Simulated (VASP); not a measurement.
# Hf2MnS3 (P6/mmm) in VASP: single point with PBE

Aim: the single point of Hf2MnS3 with PBE.

Program: VASP 6.6.1. These are calculated values, not measurements. Logs are shortened: lines on timing, memory, paths and dates and some standing lists are left out, and cuts for length are marked.

### 1 The cell of the first run

The structure is hexagonal, space group P6/mmm (No. 191). Conventional cell: a = 6.502 Å, b = 6.502 Å, c = 3.438 Å, α = 90.00°, β = 90.00°, γ = 120.00°. Hf (site symmetry -6m2) has 6 S at 2.55 Å and 2 Hf at 3.44 Å within 3.5 Å. Mn (site symmetry 6/mmm) has 2 Mn at 3.44 Å and 12 S at 3.68 Å and 6 Hf at 3.75 Å within 4.5 Å. Within 3.5 Å of S (site symmetry mmm) lie 4 Hf at 2.55 Å and 6 S at 3.25 to 3.44 Å.

The cell was generated, and may not be a known phase.

### 2 Single point, PBE, collinear spin, ferromagnetic start

INCAR reads:

```
SYSTEM = Hf2MnS3
ALGO     = All            ! electronic algorithm
EDIFF    = 1E-6           ! SCF threshold, eV
ENCUT    = 540            ! plane-wave cutoff, eV
GGA      = PE             ! functional
GGA_COMPAT= .False.      
ISEARCH  = 1            
ISIF     = 2              ! what is computed and relaxed
ISMEAR   = 0              ! smearing method
ISPIN    = 2              ! spin polarisation
KPAR     = 4            
LASPH    = .True.         ! aspherical terms in the spheres
LCHARG   = .False.        ! write CHGCAR
LMAXMIX  = 4              ! l up to which the mixer works
LORBIT   = 11             ! projections on sites
LREAL    = .False.        ! projectors in reciprocal space
LWAVE    = .False.        ! write WAVECAR
MAGMOM   = 0 0 4 0 0 0    ! initial moments
NBANDS   = 38             ! bands
NELM     = 300            ! most SCF steps
PREC     = Accurate       ! precision mode
SIGMA    = 0.2            ! smearing width, eV
```

KPOINTS reads:

```
k-points
0
Gamma
  3 3 5
  0 0 0
```

POSCAR reads:

```
Hf2MnS3
1.0
    6.5015243615     -0.0000000030      0.0000000000
   -3.2507621781      5.6304852619      0.0000000000
    0.0000000000      0.0000000000      3.4377707866
Hf Mn S
2 1 3
Direct
    0.6666666667      0.3333333333      0.0000000000
    0.3333333333      0.6666666667      0.0000000000
    0.0000000000      0.0000000000      0.0000000000
    0.5000000000      0.5000000000      0.5000000000
    0.5000000000      0.0000000000      0.5000000000
    0.0000000000      0.5000000000      0.5000000000
```

Potentials or basis: VASP PAW PBE potentials, release 64 (Hf_pv, Mn_pv, S).

Launch:

```
> cat potpaw_PBE.64/Hf_pv/POTCAR potpaw_PBE.64/Mn_pv/POTCAR potpaw_PBE.64/S/POTCAR > POTCAR
> mpirun -np 4 vasp_std > vasp.out
```

OUTCAR:

```text
SYSTEM = Hf2MnS3
   EDIFF = 1E-6
   ENCUT = 540
   GGA = PE
   ISIF = 2
   ISMEAR = 0
   ISPIN = 2
   LASPH = .True.
   LORBIT = 11
   LREAL = .False.
   NELM = 300
   PREC = Accurate

 ion  position               nearest neighbor table
   1  0.667  0.333  0.000-   5 2.55   5 2.55   6 2.55   6 2.55   4 2.55   4 2.55   2 3.75   2 3.75
                             2 3.75
   2  0.333  0.667  0.000-   5 2.55   5 2.55   6 2.55   6 2.55   4 2.55   4 2.55   1 3.75   1 3.75
                             1 3.75
   3  0.000  0.000  0.000-
   4  0.500  0.500  0.500-   1 2.55   2 2.55   1 2.55   2 2.55
   5  0.500  0.000  0.500-   1 2.55   2 2.55   1 2.55   2 2.55
   6  0.000  0.500  0.500-   1 2.55   2 2.55   1 2.55   2 2.55

  LATTYP: Found a hexagonal cell.
 ALAT       =     6.5015243615
 C/A-ratio  =     0.5287638091

  Lattice vectors:

 A1 = (   6.5015243615,  -0.0000000030,   0.0000000000)
 A2 = (  -3.2507621781,   5.6304852619,   0.0000000000)
 A3 = (   0.0000000000,   0.0000000000,   3.4377707866)

Analysis of symmetry for initial positions (statically):
=====================================================================
 Subroutine PRICEL returns:
 Original cell was already a primitive cell.

 Routine SETGRP: Setting up the symmetry group for a
 hexagonal supercell.

 Subroutine GETGRP returns: Found 24 space group operations
 (whereof 24 operations were pure point group operations)
 out of a pool of 24 trial point group operations.

The static configuration has the point symmetry D_6h.

Analysis of symmetry for dynamics (positions and initial velocities):
=====================================================================
 Subroutine PRICEL returns:
 Original cell was already a primitive cell.

 Routine SETGRP: Setting up the symmetry group for a
 hexagonal supercell.

 Subroutine GETGRP returns: Found 24 space group operations
 (whereof 24 operations were pure point group operations)
 out of a pool of 24 trial point group operations.

The dynamic configuration has the point symmetry D_6h.

Analysis of structural, dynamic, and magnetic symmetry:
=====================================================================
 Subroutine PRICEL returns:
 Original cell was already a primitive cell.

 Routine SETGRP: Setting up the symmetry group for a
 hexagonal supercell.

 Subroutine GETGRP returns: Found 24 space group operations
 (whereof 24 operations were pure point group operations)
 out of a pool of 24 trial point group operations.

The overall configuration has the point symmetry D_6h.

 Subroutine INISYM returns: Found 24 space group operations
 (whereof 24 operations are pure point group operations),
 and found     1 'primitive' translations

----------------------------------------------------------------------------------------

                                     Primitive cell

  volume of cell :     125.8456

  direct lattice vectors                    reciprocal lattice vectors
     6.501524361 -0.000000003  0.000000000     0.153810083  0.088802293  0.000000000
    -3.250762178  5.630485262  0.000000000     0.000000000  0.177604585  0.000000000
     0.000000000  0.000000000  3.437770787     0.000000000  0.000000000  0.290886177

  length of vectors
     6.501524361  6.501524361  3.437770787     0.177604585  0.177604585  0.290886177

  position of ions in fractional coordinates (direct lattice)
     0.666666667  0.333333333  0.000000000
     0.333333333  0.666666667  0.000000000
     0.000000000  0.000000000  0.000000000
     0.500000000  0.500000000  0.500000000
     0.500000000  1.000000000  0.500000000
     0.000000000  0.500000000  0.500000000

  ion indices of the primitive-cell ions
   primitive index   ion index
                 1           1
                 2           2
                 3           3
                 4           4
                 5           5
                 6           6

----------------------------------------------------------------------------------------

 KPOINTS: k-points

Automatic generation of k-mesh.
 Grid dimensions read from file:
 generate k-points for:    3    3    5

 Generating k-lattice:

  Cartesian coordinates                     Fractional coordinates (reciprocal lattice)
     0.051270028  0.029600764  0.000000000     0.333333333  0.000000000  0.000000000
     0.000000000  0.059201528  0.000000000    -0.000000000  0.333333333  0.000000000
     0.000000000  0.000000000  0.058177235     0.000000000  0.000000000  0.200000000

  Length of vectors
     0.059201528  0.059201528  0.058177235

  Shift w.r.t. Gamma in fractional coordinates (k-lattice)
     0.000000000  0.000000000  0.000000000

 Subroutine IBZKPT returns following result:
 ===========================================

 Found      9 irreducible k-points:

 Following reciprocal coordinates:
            Coordinates               Weight
  0.000000  0.000000  0.000000      1.000000
  0.333333 -0.000000  0.000000      6.000000
  0.333333  0.333333  0.000000      2.000000
  0.000000  0.000000  0.200000      2.000000
  0.333333 -0.000000  0.200000     12.000000
  0.333333  0.333333  0.200000      4.000000
  0.000000  0.000000  0.400000      2.000000
  0.333333 -0.000000  0.400000     12.000000
  0.333333  0.333333  0.400000      4.000000
   k-points           NKPTS =      9   k-points in BZ     NKDIM =      9   number of bands    NBANDS=     38
   number of dos      NEDOS =    301   number of ions     NIONS =      6
   total plane-waves  NPLWV =  70000
   dimension x,y,z NGX =    50 NGY =   50 NGZ =   28
   dimension x,y,z NGXF=   100 NGYF=  100 NGZF=   56
   ions per type =               2   1   3
   NGX,Y,Z   is equivalent  to a cutoff of  12.79, 12.79, 13.54 a.u.
   NGXF,Y,Z  is equivalent  to a cutoff of  25.57, 25.57, 27.08 a.u.
 SYSTEM =  Hf2MnS3
   PREC   = accura    normal or accurate (medium, high low for compatibility)
   ISTART =      0    job   : 0-new  1-cont  2-samecut
   ICHARG =      2    charge: 1-file 2-atom 10-const
   ISPIN  =      2    spin polarized calculation?
   LNONCOLLINEAR =      F non collinear calculations
   LSORBIT =      F    spin-orbit coupling
   LASPH  =      T    aspherical Exc in radial PAW
   ENCUT  =  540.0 eV  39.69 Ry    6.30 a.u.  12.32 12.32  6.51*2*pi/ulx,y,z
   NELM   =    300;   NELMIN=  2; NELMDL= -5     # of ELM steps
   EDIFF  = 0.1E-05   stopping-criterion for ELM
   LREAL  =      F    real-space projection
   EDIFFG = 0.1E-04   stopping-criterion for IOM
   NSW    =      0    number of steps for IOM
   IBRION =     -1    ionic relax: 0-MD 1-quasi-New 2-CG
   NFREE  =      0    steps in history (QN), initial steepest desc. (CG)
   ISIF   =      2    stress and relaxation
   ISYM   =      2    0-nonsym 1-usesym 2-fastsym
   POTIM  = 0.5000    time-step for ionic-motion
   TEBEG  =    0.0;   TEEND  =   0.0 temperature during run
   PSTRESS=    0.0 pullay stress
   NELECT =      51.0000    total number of electrons
   NUPDOWN=      -1.0000    fix difference up-down
   EMIN   =  10.00;   EMAX   =-10.00  energy-range for DOS
   EFERMI =   0.00;   METHOD = LEGACY
   ISMEAR =     0;   SIGMA  =   0.20  broadening in eV -4-tet -1-fermi 0-gaus
   EFERMI_NEDOS =   21; number of points for ismear=-14 and -15
   IALGO  =     58    algorithm
   IMIX   =      4    mixing-type and parameters
     AMIX     =   0.40;   BMIX     =  1.00
     AMIX_MAG =   1.60;   BMIX_MAG =  1.00
  volume/ion in A,a.u.               =      20.97       141.54
  Fermi-wavevector in a.u.,A,eV,Ry     =   1.211487  2.289379 19.969295  1.467702
  Thomas-Fermi vector in A             =   2.347001
   LORBIT       =     11    0 simple, 1 ext, 2 COOP (PROOUT), +10 PAW based schemes
   GGA     = PE    functional components
   LHFCALC =     F    Hartree Fock is set to
   AEXX    =    0.0000 exact exchange contribution
   IVDW    =     0    specifies the selected vdW correction
   LEPSILON=     F    determine dielectric tensor
   LRPA    =     F    only Hartree local field effects (RPA)
 spin polarized calculation
 Gauss-broadening in eV      SIGMA  =   0.20
  energy-cutoff  :      540.00
  volume of cell :      125.85
 maximum number of plane-waves:      3619
 NGX is ok and might be reduce to    50
   NGX = 25   NGY = 25   NGZ = 13

 number of electron      50.9999999 magnetization       4.5308744

 Free energy of the ion-electron system (eV)
  ---------------------------------------------------
  ext. energy  EPLUGINS =         0.00000000
  ---------------------------------------------------
  free energy    TOTEN  =       -44.87012576 eV

  energy without entropy =      -44.77677396  energy(sigma->0) =      -44.82344986

 E-fermi :   6.0138     XC(G=0): -10.2425

 val. band max:        6.0006986997   @ k =   0.3333   0.3333   0.4000
 cond. band min:       6.0473090066   @ k =   0.0000   0.0000   0.0000
 fundamental gap:      0.0466103069
 Fermi energy:         6.0138125212

 spin component 1

 k-point     1 :       0.0000    0.0000    0.0000
  band No.  band energies     occupation
      1     -44.8596      1.00000
      2     -44.8596      1.00000
      3     -44.6313      1.00000
      4     -26.3281      1.00000
      5     -26.3281      1.00000
      6     -26.2482      1.00000
[... 29 lines left out ...]
     36       9.1907      0.00000
     37      10.6836      0.00000

 k-point     2 :       0.3333   -0.0000    0.0000
  band No.  band energies     occupation
      1     -44.8596      1.00000
      2     -44.8596      1.00000
      3     -44.6313      1.00000
      4     -26.3308      1.00000
      5     -26.3131      1.00000
      6     -26.2635      1.00000
[... 272 lines left out ...]
 k-point     9 :       0.3333    0.3333    0.4000
  band No.  band energies     occupation
      1     -44.8590      1.00000
      2     -44.8590      1.00000
      3     -44.6393      1.00000
      4     -26.4175      1.00000
      5     -26.4175      1.00000
      6     -26.2949      1.00000
[... 29 lines left out ...]
     36       9.0385      0.00000
     37      10.7074      0.00000
 Fermi energy:         6.0138125212

 spin component 2

 k-point     1 :       0.0000    0.0000    0.0000
  band No.  band energies     occupation
      1     -40.3153      1.00000
      2     -40.3153      1.00000
      3     -40.1944      1.00000
      4     -26.3998      1.00000
      5     -26.3998      1.00000
      6     -26.3199      1.00000
[... 29 lines left out ...]
     36       9.2138      0.00000
     37      10.9397      0.00000

 k-point     2 :       0.3333   -0.0000    0.0000
  band No.  band energies     occupation
      1     -40.3153      1.00000
      2     -40.3153      1.00000
      3     -40.1944      1.00000
      4     -26.4027      1.00000
      5     -26.3849      1.00000
      6     -26.3352      1.00000
[... 272 lines left out ...]
 k-point     9 :       0.3333    0.3333    0.4000
  band No.  band energies     occupation
      1     -40.3145      1.00000
      2     -40.3145      1.00000
      3     -40.2050      1.00000
      4     -26.4731      1.00000
      5     -26.4731      1.00000
      6     -26.3670      1.00000
[... 29 lines left out ...]
     36       9.4255      0.00000
     37      10.9320      0.00000
 [bands above 37 left out]

------------------------ aborting loop because EDIFF is reached ----------------------------------------

  FORCE on cell =-STRESS in cart. coord.  units (eV):
  Direction    XX          YY          ZZ          XY          YZ          ZX
  --------------------------------------------------------------------------------------
  -------------------------------------------------------------------------------------
  Total       -0.3133082     -0.3133082     -0.6771786     -0.0000000      0.0000000      0.0000000
  in kB       -3.9888193     -3.9888193     -8.6213616     -0.0000000      0.0000000      0.0000000
  external PRESSURE =      -5.5330000 kB  Pullay stress =       0.0000000 kB

 VOLUME and BASIS-vectors are now :
 -----------------------------------------------------------------------------
  energy-cutoff  :      540.00
  volume of cell :      125.85
      direct lattice vectors                 reciprocal lattice vectors
     6.501524361 -0.000000003  0.000000000     0.153810083  0.088802293  0.000000000
    -3.250762178  5.630485262  0.000000000     0.000000000  0.177604585  0.000000000
     0.000000000  0.000000000  3.437770787     0.000000000  0.000000000  0.290886177

 POSITION                                       TOTAL-FORCE (eV/Angst)
 -----------------------------------------------------------------------------------
      3.25076      1.87683      0.00000         0.000000     -0.000000      0.000000
      0.00000      3.75366      0.00000        -0.000000      0.000000     -0.000000
      0.00000      0.00000      0.00000        -0.000000      0.000000      0.000000
      1.62538      2.81524      1.71889        -0.000000      0.000000      0.000000
      3.25076     -0.00000      1.71889        -0.000000      0.000000      0.000000
     -1.62538      2.81524      1.71889        -0.000000      0.000000      0.000000
 -----------------------------------------------------------------------------------
    total drift:                               -0.000000     -0.000000     -0.000000

  FREE ENERGIE OF THE ION-ELECTRON SYSTEM (eV)
  ---------------------------------------------------
  free  energy   TOTEN  =       -44.8701257578 eV

  energy  without entropy=      -44.7767735083  energy(sigma->0) =      -44.82344963

 total charge

# of ion       s       p       d       tot
------------------------------------------
    1        0.265   6.398   1.615   8.278
    2        0.265   6.398   1.615   8.278
    3        0.320   6.035   4.892  11.247
    4        1.322   2.465   0.000   3.787
    5        1.322   2.465   0.000   3.787
    6        1.322   2.465   0.000   3.787
--------------------------------------------------
tot          4.817  26.226   8.123  39.165

 magnetization (x)

# of ion       s       p       d       tot
------------------------------------------
    1       -0.006  -0.006  -0.102  -0.114
    2       -0.006  -0.006  -0.102  -0.114
    3        0.110   0.012   4.189   4.311
    4        0.002   0.030   0.000   0.033
    5        0.002   0.030   0.000   0.033
    6        0.002   0.030   0.000   0.033
--------------------------------------------------
tot          0.104   0.092   3.985   4.181
```

Wall time 78 s (4 MPI ranks of Intel Xeon Platinum 8375C at 2.90GHz (Ice Lake), shared host); peak memory 0.4 GiB.

What came out:

| Quantity | Value |
| --- | --- |
| Free energy | -44.8701 eV |
| Pressure | -0.6 GPa |
| Net moment | 4.53 μB per cell |
| Site moments | Hf -0.11; Mn +4.31; S +0.03 μB |
| Valence electrons inside the program's atomic spheres | Hf 8.28; Mn 11.25; S 3.79 |

Levels at points of the mesh, in eV from the Fermi level:
Spin up:
| k point | band 25 | band 26 | band 27 | band 28 | band 29 | band 30 | band 31 | band 32 |
| --- | --- | --- | --- | --- | --- | --- | --- | --- |
| (0.00, 0.00, 0.00) | -2.99 | -2.99 | -2.42 | -1.50 | 0.03 | 0.03 | 0.31 | 0.31 |
Spin down:
```tsv
k point	band 20	band 21	band 22	band 23	band 24	band 25	band 26	band 27	band 28	band 29
(0.00, 0.00, 0.00)	-3.38	-3.32	-2.37	-1.31	-0.35	-0.35	0.20	0.20	0.42	0.81
```

Caveat: the k points lie up to 0.37 Å⁻¹ apart; spin-orbit coupling is left out, which moves the levels of the heavy elements; a cell with one magnetic atom can't hold antiferromagnetic order, which such compounds often take; semilocal functionals often make such compounds metallic where correlation or magnetic order opens a gap, which also shifts bond lengths. With open d or f shells a metallic result of PBE can be an artefact of self-interaction; +U or a hybrid may open a gap.
